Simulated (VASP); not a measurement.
# ReS (P6_3/mmc) in VASP: further runs

ReS is run at these levels: r2SCAN; tasks: single point, relaxation of cell and atoms.

Program: VASP 6.6.1. These are calculated values, not measurements. Logs are shortened: lines on timing, memory, paths and dates and some standing lists are left out, and cuts for length are marked.

**1. The cell of the first run**

It takes space group P6_3/mmc (No. 194, hexagonal). Conventional cell: a = 3.670 Å, b = 3.670 Å, c = 5.160 Å, α = 90.00°, β = 90.00°, γ = 120.00°. Within 3.3 Å of Re (site symmetry -3m) lie 6 S at 2.48 Å and 2 Re at 2.58 Å. Within 3.4 Å of S (site symmetry -6m2) lie 6 Re at 2.48 Å and 6 S at 3.34 Å.

**2. Single point, r2SCAN**

Contents of POSCAR:

```
ReS
1.0
    3.6699871363      0.0000000000      0.0000000000
   -1.8349935682      3.1783020916      0.0000000000
    0.0000000000      0.0000000000      5.1599990560
Re S
2 2
Direct
    0.0000000000      0.0000000000      0.0000000000
    0.0000000000      0.0000000000      0.5000000000
    0.3333333333      0.6666666667      0.2500000000
    0.6666666667      0.3333333333      0.7500000000
```

Contents of INCAR.step1:

```
PREC = Accurate ; ENCUT = 520
ISMEAR = 0 ; SIGMA = 0.1
LREAL = F ; LASPH = T
NELM = 80 ; NBANDS = 21
GGA = PE ; ALGO = Normal
EDIFF = 1E-4 ; LWAVE = T
LCHARG = F
```

Contents of INCAR.step2:

```
PREC = Accurate ; ENCUT = 520
EDIFF = 1E-6 ; ISMEAR = 0
SIGMA = 0.1 ; LREAL = F
LASPH = T ; NELM = 80
ALGO = Normal ; ISIF = 2
LWAVE = F ; LCHARG = T
METAGGA = R2SCAN ; LMIXTAU = T
LELF = T ; LVHAR = T
NBANDS = 21 ; ISTART = 1
```

Contents of KPOINTS:

```
Automatic mesh
0
Gamma
  6 6 4
```

Potentials or basis: VASP PAW PBE potentials, release 64 (Re, S).

Run with:

```bash
$ cat potpaw_PBE.64/Re/POTCAR potpaw_PBE.64/S/POTCAR > POTCAR
$ cp INCAR.step1 INCAR
$ mpirun -np 1 vasp_std > vasp.out
$ cp INCAR.step2 INCAR
$ mpirun -np 1 vasp_std > vasp.out
```

OUTCAR:

```text
PREC = Accurate
   ENCUT = 520
   EDIFF = 1E-6
   ISMEAR = 0
   LREAL = F
   LASPH = T
   NELM = 80
   ISIF = 2
   METAGGA = R2SCAN
   ISTART = 1

 ion  position               nearest neighbor table
   1  0.000  0.000  0.000-   3 2.48   4 2.48   4 2.48   3 2.48   4 2.48   3 2.48   2 2.58   2 2.58

   2  0.000  0.000  0.500-   3 2.48   4 2.48   4 2.48   3 2.48   4 2.48   3 2.48   1 2.58   1 2.58

   3  0.333  0.667  0.250-   1 2.48   2 2.48   1 2.48   2 2.48   1 2.48   2 2.48
   4  0.667  0.333  0.750-   1 2.48   2 2.48   1 2.48   2 2.48   1 2.48   2 2.48

  LATTYP: Found a hexagonal cell.
 ALAT       =     3.6699871363
 C/A-ratio  =     1.4059992213

  Lattice vectors:

 A1 = (   3.6699871363,   0.0000000000,   0.0000000000)
 A2 = (  -1.8349935682,   3.1783020916,   0.0000000000)
 A3 = (   0.0000000000,   0.0000000000,   5.1599990560)

Analysis of symmetry for initial positions (statically):
=====================================================================
 Subroutine PRICEL returns:
 Original cell was already a primitive cell.

 Routine SETGRP: Setting up the symmetry group for a
 hexagonal supercell.

 Subroutine GETGRP returns: Found 24 space group operations
 (whereof 12 operations were pure point group operations)
 out of a pool of 24 trial point group operations.

The static configuration has the point symmetry D_3d.
 The point group associated with its full space group is D_6h.

Analysis of symmetry for dynamics (positions and initial velocities):
=====================================================================
 Subroutine PRICEL returns:
 Original cell was already a primitive cell.

 Routine SETGRP: Setting up the symmetry group for a
 hexagonal supercell.

 Subroutine GETGRP returns: Found 24 space group operations
 (whereof 12 operations were pure point group operations)
 out of a pool of 24 trial point group operations.

The dynamic configuration has the point symmetry D_3d.
 The point group associated with its full space group is D_6h.

 Subroutine INISYM returns: Found 24 space group operations
 (whereof 12 operations are pure point group operations),
 and found     1 'primitive' translations

----------------------------------------------------------------------------------------

                                     Primitive cell

  volume of cell :      60.1879

  direct lattice vectors                    reciprocal lattice vectors
     3.669987136  0.000000000  0.000000000     0.272480519  0.157316701  0.000000000
    -1.834993568  3.178302092  0.000000000     0.000000000  0.314633402  0.000000000
     0.000000000  0.000000000  5.159999056     0.000000000  0.000000000  0.193798485

  length of vectors
     3.669987136  3.669987136  5.159999056     0.314633402  0.314633402  0.193798485

  position of ions in fractional coordinates (direct lattice)
     0.000000000  0.000000000  0.000000000
     0.000000000  0.000000000  0.500000000
     0.333333333  0.666666667  0.250000000
     0.666666667  0.333333333  0.750000000

  ion indices of the primitive-cell ions
   primitive index   ion index
                 1           1
                 2           2
                 3           3
                 4           4

----------------------------------------------------------------------------------------

 KPOINTS: Automatic mesh

Automatic generation of k-mesh.
 Grid dimensions read from file:
 generate k-points for:    6    6    4

 Generating k-lattice:

  Cartesian coordinates                     Fractional coordinates (reciprocal lattice)
     0.045413420  0.026219450  0.000000000     0.166666667  0.000000000  0.000000000
     0.000000000  0.052438900  0.000000000     0.000000000  0.166666667  0.000000000
     0.000000000  0.000000000  0.048449621     0.000000000  0.000000000  0.250000000

  Length of vectors
     0.052438900  0.052438900  0.048449621

  Shift w.r.t. Gamma in fractional coordinates (k-lattice)
     0.000000000  0.000000000  0.000000000

 Subroutine IBZKPT returns following result:
 ===========================================

 Found     21 irreducible k-points:

 Following reciprocal coordinates:
            Coordinates               Weight
  0.000000  0.000000  0.000000      1.000000
  0.166667  0.000000  0.000000      6.000000
  0.333333  0.000000  0.000000      6.000000
  0.500000  0.000000  0.000000      3.000000
  0.166667  0.166667  0.000000      6.000000
  0.333333  0.166667  0.000000     12.000000
[... 13 lines left out ...]
  0.333333  0.166667  0.500000     12.000000
  0.333333  0.333333  0.500000      2.000000
   k-points           NKPTS =     21   k-points in BZ     NKDIM =     21   number of bands    NBANDS=     21
   number of dos      NEDOS =    301   number of ions     NIONS =      4
   total plane-waves  NPLWV =  31360
   dimension x,y,z NGX =    28 NGY =   28 NGZ =   40
   dimension x,y,z NGXF=    56 NGYF=   56 NGZF=   80
   ions per type =               2   2
   NGX,Y,Z   is equivalent  to a cutoff of  12.68, 12.68, 12.89 a.u.
   NGXF,Y,Z  is equivalent  to a cutoff of  25.37, 25.37, 25.77 a.u.
 SYSTEM =  unknown system
   PREC   = accura    normal or accurate (medium, high low for compatibility)
   ISTART =      1    job   : 0-new  1-cont  2-samecut
   ICHARG =      0    charge: 1-file 2-atom 10-const
   ISPIN  =      1    spin polarized calculation?
   LNONCOLLINEAR =      F non collinear calculations
   LSORBIT =      F    spin-orbit coupling
   LASPH  =      T    aspherical Exc in radial PAW
   ENCUT  =  520.0 eV  38.22 Ry    6.18 a.u.   6.82  6.82  9.59*2*pi/ulx,y,z
   NELM   =     80;   NELMIN=  2; NELMDL=  0     # of ELM steps
   EDIFF  = 0.1E-05   stopping-criterion for ELM
   LREAL  =      F    real-space projection
   EDIFFG = 0.1E-04   stopping-criterion for IOM
   NSW    =      0    number of steps for IOM
   IBRION =     -1    ionic relax: 0-MD 1-quasi-New 2-CG
   NFREE  =      0    steps in history (QN), initial steepest desc. (CG)
   ISIF   =      2    stress and relaxation
   ISYM   =      2    0-nonsym 1-usesym 2-fastsym
   POTIM  = 0.5000    time-step for ionic-motion
   TEBEG  =    0.0;   TEEND  =   0.0 temperature during run
   PSTRESS=    0.0 pullay stress
   NELECT =      26.0000    total number of electrons
   NUPDOWN=      -1.0000    fix difference up-down
   EMIN   =  10.00;   EMAX   =-10.00  energy-range for DOS
   EFERMI =   0.00;   METHOD = LEGACY
   ISMEAR =     0;   SIGMA  =   0.10  broadening in eV -4-tet -1-fermi 0-gaus
   EFERMI_NEDOS =   21; number of points for ismear=-14 and -15
   IALGO  =     38    algorithm
   IMIX   =      4    mixing-type and parameters
     AMIX     =   0.40;   BMIX     =  1.00
     AMIX_MAG =   1.60;   BMIX_MAG =  1.00
  volume/ion in A,a.u.               =      15.05       101.54
  Fermi-wavevector in a.u.,A,eV,Ry     =   1.237550  2.338631 20.837738  1.531531
  Thomas-Fermi vector in A             =   2.372113
   LORBIT       =      0    0 simple, 1 ext, 2 COOP (PROOUT), +10 PAW based schemes
   METAGGA = R2SCAN    functional components
   LHFCALC =     F    Hartree Fock is set to
   AEXX    =    0.0000 exact exchange contribution
   IVDW    =     0    specifies the selected vdW correction
   LEPSILON=     F    determine dielectric tensor
   LRPA    =     F    only Hartree local field effects (RPA)
 non-spin polarized calculation
 Gauss-broadening in eV      SIGMA  =   0.10
  energy-cutoff  :      520.00
  volume of cell :       60.19
 maximum number of plane-waves:      1651
 NGX is ok and might be reduce to    28
   NGX = 13   NGY = 13   NGZ = 19

 number of electron      25.9999999 magnetization

 Free energy of the ion-electron system (eV)
  ---------------------------------------------------
  ext. energy  EPLUGINS =         0.00000000
  ---------------------------------------------------
  free energy    TOTEN  =      -119.40992921 eV

  energy without entropy =     -119.40093428  energy(sigma->0) =     -119.40543174

 E-fermi :   8.8343     XC(G=0): -13.1108

 val. band max:        8.7512568901   @ k =   0.3333   0.1667   0.2500
 cond. band min:       8.9521891421   @ k =   0.3333   0.1667   0.2500
 fundamental gap:      0.2009322520
 Fermi energy:         8.8343445672

 k-point     1 :       0.0000    0.0000    0.0000
  band No.  band energies     occupation
      1      -8.8177      2.00000
      2      -6.0515      2.00000
      3      -0.3886      2.00000
      4       1.0135      2.00000
      5       1.0135      2.00000
      6       3.0105      2.00000
[... 13 lines left out ...]
     20      14.0767      0.00000
     21      14.7848      0.00000

 k-point     2 :       0.1667    0.0000    0.0000
  band No.  band energies     occupation
      1      -8.4704      2.00000
      2      -6.2795      2.00000
      3       0.0944      2.00000
      4       1.1319      2.00000
      5       1.4192      2.00000
      6       2.2892      2.00000
[... 13 lines left out ...]
     20      13.5899      0.00000
     21      15.9216      0.00000

 k-point     3 :       0.3333    0.0000    0.0000
  band No.  band energies     occupation
      1      -7.6435      2.00000
      2      -6.6530      2.00000
      3       0.1819      2.00000
      4       1.2427      2.00000
      5       1.2824      2.00000
      6       2.2427      2.00000
[... 13 lines left out ...]
     20      15.8251      0.00000
     21      16.2449      0.00000
[... 385 lines left out ...]
 k-point    20 :       0.3333    0.1667    0.5000
  band No.  band energies     occupation
      1      -6.9218      2.00000
      2      -6.9218      2.00000
      3       0.3958      2.00000
      4       0.3958      2.00000
      5       1.9411      2.00000
      6       1.9411      2.00000
[... 13 lines left out ...]
     20      13.5073      0.00000
     21      16.6923      0.00000

 k-point    21 :       0.3333    0.3333    0.5000
  band No.  band energies     occupation
      1      -6.8274      2.00000
      2      -6.8274      2.00000
      3       0.8327      2.00000
      4       0.8327      2.00000
      5       1.4699      2.00000
      6       1.4699      2.00000
[... 13 lines left out ...]
     20      14.2930      0.00000
     21      15.3242      0.00000

------------------------ aborting loop because EDIFF is reached ----------------------------------------

  FORCE on cell =-STRESS in cart. coord.  units (eV):
  Direction    XX          YY          ZZ          XY          YZ          ZX
  --------------------------------------------------------------------------------------
  -------------------------------------------------------------------------------------
  Total        0.5332319      0.5332319      0.5011906     -0.0000000     -0.0000000     -0.0000000
  in kB       14.1944113     14.1944113     13.3414849     -0.0000000     -0.0000000     -0.0000000
  external PRESSURE =      13.9101025 kB  Pullay stress =       0.0000000 kB

 VOLUME and BASIS-vectors are now :
 -----------------------------------------------------------------------------
  energy-cutoff  :      520.00
  volume of cell :       60.19
      direct lattice vectors                 reciprocal lattice vectors
     3.669987136  0.000000000  0.000000000     0.272480519  0.157316701  0.000000000
    -1.834993568  3.178302092  0.000000000     0.000000000  0.314633402  0.000000000
     0.000000000  0.000000000  5.159999056     0.000000000  0.000000000  0.193798485

 POSITION                                       TOTAL-FORCE (eV/Angst)
 -----------------------------------------------------------------------------------
      0.00000      0.00000      0.00000         0.000000      0.000000     -0.000000
      0.00000      0.00000      2.58000         0.000000      0.000000     -0.000000
     -0.00000      2.11887      1.29000        -0.000000      0.000000     -0.000000
      1.83499      1.05943      3.87000         0.000000     -0.000000      0.000000
 -----------------------------------------------------------------------------------
    total drift:                                0.000000     -0.000000     -0.000000

  FREE ENERGIE OF THE ION-ELECTRON SYSTEM (eV)
  ---------------------------------------------------
  free  energy   TOTEN  =      -119.4099292133 eV

  energy  without entropy=     -119.4009342764  energy(sigma->0) =     -119.40543174
```

Run time: 62 s. Hardware: 1 thread of Intel Xeon Platinum 8488C (Sapphire Rapids), shared host; peak memory 0.19 GiB.

What came out:

```
Free energy            : -119.4099 eV
Pressure               : 1.4 GPa
Band gap on the k mesh : zero (bands 13 and 14 overlap by 2.55 eV)
```

Levels at points of the mesh, in eV from the Fermi level:
| k point | band 11 | band 12 | band 13 | band 14 | band 15 | band 16 |
| --- | --- | --- | --- | --- | --- | --- |
| (0.00, 0.00, 0.00) | -2.48 | -2.28 | -2.28 | 1.40 | 1.40 | 2.32 |
| (0.50, 0.00, 0.00) | -1.25 | -0.29 | -0.25 | 0.70 | 1.22 | 1.50 |
| (0.00, 0.00, 0.50) | -2.21 | -2.21 | -1.87 | -1.87 | 2.42 | 2.42 |
| (0.50, 0.00, 0.50) | -0.73 | -0.73 | -0.56 | -0.56 | 1.43 | 1.43 |

Caveat: the PAW data sets were made with another functional, which shifts forces and pressure a little; spin-orbit coupling is left out, which moves the levels of the heavy elements.

[end of part 1 of 2]
